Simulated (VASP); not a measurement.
# La (Pm-3m) in VASP: further runs

La is run at these levels: PBE; tasks: single point, relaxation of cell and atoms.

Everything below comes from runs of VASP 6.6.1. Logs are shortened: lines on timing, memory, paths and dates and some standing lists are left out, and cuts for length are marked.

**1. The cell of the first run**

Symmetry: Pm-3m, No. 221, cubic system. Conventional cell: a = 3.322 Å, b = 3.322 Å, c = 3.322 Å, α = 90.00°, β = 90.00°, γ = 90.00°. La (site symmetry m-3m) has 6 La at 3.32 Å within 4.4 Å.

**2. Single point, PBE**

Contents of INCAR:

```
SYSTEM = La
PREC = Accurate
ENCUT = 520
EDIFF = 1E-7
ISMEAR = 0
SIGMA = 0.1
LREAL = .FALSE.
LASPH = .TRUE.
NELM = 60
ALGO = Fast
ISIF = 2
LWAVE = .FALSE.
LCHARG = .FALSE.
GGA = PE
NBANDS = 12
```

Contents of KPOINTS:

```
Automatic mesh
0
G
  16 16 16
  0 0 0
```

Contents of POSCAR:

```
La
1.0
    3.3222874344      0.0000000000      0.0000000000
    0.0000000000      3.3222874344      0.0000000000
    0.0000000000      0.0000000000      3.3222874344
La
1
Direct
    0.0000000000      0.0000000000      0.0000000000
```

Potentials or basis: VASP PAW PBE potentials, release 64 (La).

Launch:

```sh
$ cat potpaw_PBE.64/La/POTCAR > POTCAR
$ mpirun -np 1 vasp_std > vasp.out
```

OUTCAR:

```text
SYSTEM = La
   PREC = Accurate
   ENCUT = 520
   EDIFF = 1E-7
   ISMEAR = 0
   LREAL = .FALSE.
   LASPH = .TRUE.
   NELM = 60
   ISIF = 2
   GGA = PE

 ion  position               nearest neighbor table
   1  0.000  0.000  0.000-

  LATTYP: Found a simple cubic cell.
 ALAT       =     3.3222874344

  Lattice vectors:

 A1 = (   3.3222874344,   0.0000000000,   0.0000000000)
 A2 = (   0.0000000000,   3.3222874344,   0.0000000000)
 A3 = (   0.0000000000,   0.0000000000,   3.3222874344)

Analysis of symmetry for initial positions (statically):
=====================================================================
 Subroutine PRICEL returns:
 Original cell was already a primitive cell.

 Routine SETGRP: Setting up the symmetry group for a
 simple cubic supercell.

 Subroutine GETGRP returns: Found 48 space group operations
 (whereof 48 operations were pure point group operations)
 out of a pool of 48 trial point group operations.

The static configuration has the point symmetry O_h .

Analysis of symmetry for dynamics (positions and initial velocities):
=====================================================================
 Subroutine PRICEL returns:
 Original cell was already a primitive cell.

 Routine SETGRP: Setting up the symmetry group for a
 simple cubic supercell.

 Subroutine GETGRP returns: Found 48 space group operations
 (whereof 48 operations were pure point group operations)
 out of a pool of 48 trial point group operations.

The dynamic configuration has the point symmetry O_h .

 Subroutine INISYM returns: Found 48 space group operations
 (whereof 48 operations are pure point group operations),
 and found     1 'primitive' translations

----------------------------------------------------------------------------------------

                                     Primitive cell

  volume of cell :      36.6701

  direct lattice vectors                    reciprocal lattice vectors
     3.322287434  0.000000000  0.000000000     0.300997436  0.000000000  0.000000000
     0.000000000  3.322287434  0.000000000     0.000000000  0.300997436  0.000000000
     0.000000000  0.000000000  3.322287434     0.000000000  0.000000000  0.300997436

  length of vectors
     3.322287434  3.322287434  3.322287434     0.300997436  0.300997436  0.300997436

  position of ions in fractional coordinates (direct lattice)
     0.000000000  0.000000000  0.000000000

  ion indices of the primitive-cell ions
   primitive index   ion index
                 1           1

----------------------------------------------------------------------------------------

 KPOINTS: Automatic mesh

Automatic generation of k-mesh.
 Grid dimensions read from file:
 generate k-points for:   16   16   16

 Generating k-lattice:

  Cartesian coordinates                     Fractional coordinates (reciprocal lattice)
     0.018812340  0.000000000  0.000000000     0.062500000  0.000000000  0.000000000
     0.000000000  0.018812340  0.000000000     0.000000000  0.062500000  0.000000000
     0.000000000  0.000000000  0.018812340     0.000000000  0.000000000  0.062500000

  Length of vectors
     0.018812340  0.018812340  0.018812340

  Shift w.r.t. Gamma in fractional coordinates (k-lattice)
     0.000000000  0.000000000  0.000000000

 Subroutine IBZKPT returns following result:
 ===========================================

 Found    165 irreducible k-points:

 Following reciprocal coordinates:
            Coordinates               Weight
  0.000000  0.000000  0.000000      1.000000
  0.062500  0.000000  0.000000      6.000000
  0.125000  0.000000  0.000000      6.000000
  0.187500  0.000000  0.000000      6.000000
  0.250000  0.000000  0.000000      6.000000
  0.312500  0.000000  0.000000      6.000000
[... 16 lines left out ...]
  0.437500  0.125000  0.000000     24.000000
  0.500000  0.125000  0.000000     12.000000
 [... further k-points ...]
   k-points           NKPTS =    165   k-points in BZ     NKDIM =    165   number of bands    NBANDS=     12
   number of dos      NEDOS =    301   number of ions     NIONS =      1
   total plane-waves  NPLWV =  21952
   dimension x,y,z NGX =    28 NGY =   28 NGZ =   28
   dimension x,y,z NGXF=    56 NGYF=   56 NGZF=   56
   ions per type =               1
   NGX,Y,Z   is equivalent  to a cutoff of  14.01, 14.01, 14.01 a.u.
   NGXF,Y,Z  is equivalent  to a cutoff of  28.02, 28.02, 28.02 a.u.
 SYSTEM =  La
   PREC   = accura    normal or accurate (medium, high low for compatibility)
   ISTART =      0    job   : 0-new  1-cont  2-samecut
   ICHARG =      2    charge: 1-file 2-atom 10-const
   ISPIN  =      1    spin polarized calculation?
   LNONCOLLINEAR =      F non collinear calculations
   LSORBIT =      F    spin-orbit coupling
   LASPH  =      T    aspherical Exc in radial PAW
   ENCUT  =  520.0 eV  38.22 Ry    6.18 a.u.   6.18  6.18  6.18*2*pi/ulx,y,z
   NELM   =     60;   NELMIN=  2; NELMDL= -5     # of ELM steps
   EDIFF  = 0.1E-06   stopping-criterion for ELM
   LREAL  =      F    real-space projection
   EDIFFG = 0.1E-05   stopping-criterion for IOM
   NSW    =      0    number of steps for IOM
   IBRION =     -1    ionic relax: 0-MD 1-quasi-New 2-CG
   NFREE  =      0    steps in history (QN), initial steepest desc. (CG)
   ISIF   =      2    stress and relaxation
   ISYM   =      2    0-nonsym 1-usesym 2-fastsym
   POTIM  = 0.5000    time-step for ionic-motion
   TEBEG  =    0.0;   TEEND  =   0.0 temperature during run
   PSTRESS=    0.0 pullay stress
   NELECT =      11.0000    total number of electrons
   NUPDOWN=      -1.0000    fix difference up-down
   EMIN   =  10.00;   EMAX   =-10.00  energy-range for DOS
   EFERMI =   0.00;   METHOD = LEGACY
   ISMEAR =     0;   SIGMA  =   0.10  broadening in eV -4-tet -1-fermi 0-gaus
   EFERMI_NEDOS =   21; number of points for ismear=-14 and -15
   IALGO  =     68    algorithm
   IMIX   =      4    mixing-type and parameters
     AMIX     =   0.40;   BMIX     =  1.00
     AMIX_MAG =   1.60;   BMIX_MAG =  1.00
  volume/ion in A,a.u.               =      36.67       247.46
  Fermi-wavevector in a.u.,A,eV,Ry     =   1.095894  2.070939 16.340373  1.200984
  Thomas-Fermi vector in A             =   2.232226
   LORBIT       =      0    0 simple, 1 ext, 2 COOP (PROOUT), +10 PAW based schemes
   GGA     = PE    functional components
   LHFCALC =     F    Hartree Fock is set to
   AEXX    =    0.0000 exact exchange contribution
   IVDW    =     0    specifies the selected vdW correction
   LEPSILON=     F    determine dielectric tensor
   LRPA    =     F    only Hartree local field effects (RPA)
 non-spin polarized calculation
 RMM-DIIS sequential band-by-band and
 Gauss-broadening in eV      SIGMA  =   0.10
  energy-cutoff  :      520.00
  volume of cell :       36.67
 maximum number of plane-waves:      1021
 NGX is ok and might be reduce to    28
   NGX = 13   NGY = 13   NGZ = 13

 number of electron      10.9999998 magnetization

 Free energy of the ion-electron system (eV)
  ---------------------------------------------------
  ext. energy  EPLUGINS =         0.00000000
  ---------------------------------------------------
  free energy    TOTEN  =        -4.38428735 eV

  energy without entropy =       -4.37197832  energy(sigma->0) =       -4.37813284

 E-fermi :   7.8461     XC(G=0):  -9.5554

 val. band max:        7.8435994058   @ k =   0.3750   0.1875   0.0625
 cond. band min:       7.8509006727   @ k =   0.1875   0.0000   0.0000
 fundamental gap:      0.0073012669
 Fermi energy:         7.8460518567

 k-point     1 :       0.0000    0.0000    0.0000
  band No.  band energies     occupation
      1     -25.2588      2.00000
      2      -7.9728      2.00000
      3      -7.9728      2.00000
      4      -7.9728      2.00000
      5       4.9992      2.00000
      6       6.7270      2.00000
      7       6.7270      2.00000
      8       9.7306      0.00000
      9       9.7306      0.00000
     10       9.7343      0.00000
     11       9.9371      0.00000
     12       9.9371      0.00000

 k-point     2 :       0.0625    0.0000    0.0000
  band No.  band energies     occupation
      1     -25.2500      2.00000
      2      -8.0596      2.00000
      3      -7.9655      2.00000
      4      -7.9655      2.00000
      5       5.0956      2.00000
      6       6.7514      2.00000
      7       6.8501      2.00000
      8       9.7190      0.00000
      9       9.7352      0.00000
     10       9.7358      0.00000
     11       9.9238      0.00000
     12       9.9400      0.00000

 k-point     3 :       0.1250    0.0000    0.0000
  band No.  band energies     occupation
      1     -25.2249      2.00000
      2      -8.2985      2.00000
      3      -7.9446      2.00000
      4      -7.9446      2.00000
      5       5.3441      2.00000
      6       6.8231      2.00000
      7       7.2282      2.00000
      8       9.6838      0.00000
      9       9.7486      0.00000
     10       9.7737      0.00000
     11       9.8747      0.00000
     12       9.9494      0.00000

 k-point     4 :       0.1875    0.0000    0.0000
  band No.  band energies     occupation
      1     -25.1870      2.00000
      2      -8.6365      2.00000
      3      -7.9131      2.00000
      4      -7.9131      2.00000
      5       5.6669      2.00000
      6       6.9364      2.00000
      7       7.8509      0.94533
      8       9.6236      0.00000
      9       9.7610      0.00000
     10       9.7696      0.00000
     11       9.7715      0.00000
     12       9.9677      0.00000

 k-point     5 :       0.2500    0.0000    0.0000
  band No.  band energies     occupation
      1     -25.1417      2.00000
      2      -9.0099      2.00000
      3      -7.8756      2.00000
      4      -7.8756      2.00000
      5       6.0180      2.00000
      6       7.0817      2.00000
      7       8.6296      0.00000
      8       9.5432      0.00000
      9       9.6056      0.00000
     10       9.7954      0.00000
     11       9.7984      0.00000
     12       9.9988      0.00000
[... 228 lines left out ...]
      1     -25.0625      2.00000
      2      -9.3215      2.00000
      3      -8.1476      2.00000
      4      -7.8106      2.00000
      5       6.6731      2.00000
      6       7.6196      1.99864
      7       8.8640      0.00000
      8       9.4387      0.00000
      9       9.4869      0.00000
     10       9.7922      0.00000
     11       9.8505      0.00000
     12      10.0645      0.00000

 k-point    22 :       0.3750    0.1250    0.0000
  band No.  band energies     occupation
      1     -25.0230      2.00000
      2      -9.6019      2.00000
      3      -8.1115      2.00000
      4      -7.7783      2.00000
      5       7.0102      2.00000
      6       7.7720      1.70509
      7       8.6434      0.00000
      8       9.3200      0.00000
      9       9.7274      0.00000
     10       9.8076      0.00000
     11       9.8722      0.00000
     12      10.0268      0.00000

 k-point    23 :       0.4375    0.1250    0.0000
  band No.  band energies     occupation
      1     -24.9962      2.00000
      2      -9.7828      2.00000
      3      -8.0871      2.00000
      4      -7.7566      2.00000
      5       7.3138      2.00000
      6       7.9128      0.34531
      7       8.3464      0.00000
      8       9.2168      0.00000
      9       9.8142      0.00000
     10       9.8595      0.00000
     11       9.8869      0.00000
     12      10.0835      0.00000

 k-point    24 :       0.5000    0.1250    0.0000
  band No.  band energies     occupation
      1     -24.9868      2.00000
      2      -9.8452      2.00000
      3      -8.0785      2.00000
      4      -7.7489      2.00000
      5       7.4606      2.00000
      6       8.0662      0.00185
      7       8.0987      0.00035
      8       9.1758      0.00000
      9       9.8176      0.00000
     10       9.8895      0.00000
     11       9.8979      0.00000
     12      10.0163      0.00000

 [... further k-points ...]

------------------------ aborting loop because EDIFF is reached ----------------------------------------

  FORCE on cell =-STRESS in cart. coord.  units (eV):
  Direction    XX          YY          ZZ          XY          YZ          ZX
  --------------------------------------------------------------------------------------
  -------------------------------------------------------------------------------------
  Total       -0.0009071     -0.0009071     -0.0009071      0.0000000      0.0000000     -0.0000000
  in kB       -0.0396342     -0.0396342     -0.0396342      0.0000000      0.0000000     -0.0000000
  external PRESSURE =      -0.0396342 kB  Pullay stress =       0.0000000 kB

 VOLUME and BASIS-vectors are now :
 -----------------------------------------------------------------------------
  energy-cutoff  :      520.00
  volume of cell :       36.67
      direct lattice vectors                 reciprocal lattice vectors
     3.322287434  0.000000000  0.000000000     0.300997436  0.000000000  0.000000000
     0.000000000  3.322287434  0.000000000     0.000000000  0.300997436  0.000000000
     0.000000000  0.000000000  3.322287434     0.000000000  0.000000000  0.300997436

 POSITION                                       TOTAL-FORCE (eV/Angst)
 -----------------------------------------------------------------------------------
      0.00000      0.00000      0.00000         0.000000      0.000000      0.000000
 -----------------------------------------------------------------------------------
    total drift:                                0.000000      0.000000      0.000000

  FREE ENERGIE OF THE ION-ELECTRON SYSTEM (eV)
  ---------------------------------------------------
  free  energy   TOTEN  =        -4.3842873529 eV

  energy  without entropy=       -4.3719783187  energy(sigma->0) =       -4.37813284
```

Wall time 3.4 min (1 thread of Intel Xeon Platinum 8488C (Sapphire Rapids), shared host); peak memory 0.23 GiB.

Results:

```yaml
Free_energy: -4.3843 eV
Pressure: 0.0 GPa
```

Caveat: spin-orbit coupling is left out, which moves the levels of the heavy elements.

[end of part 1 of 2]
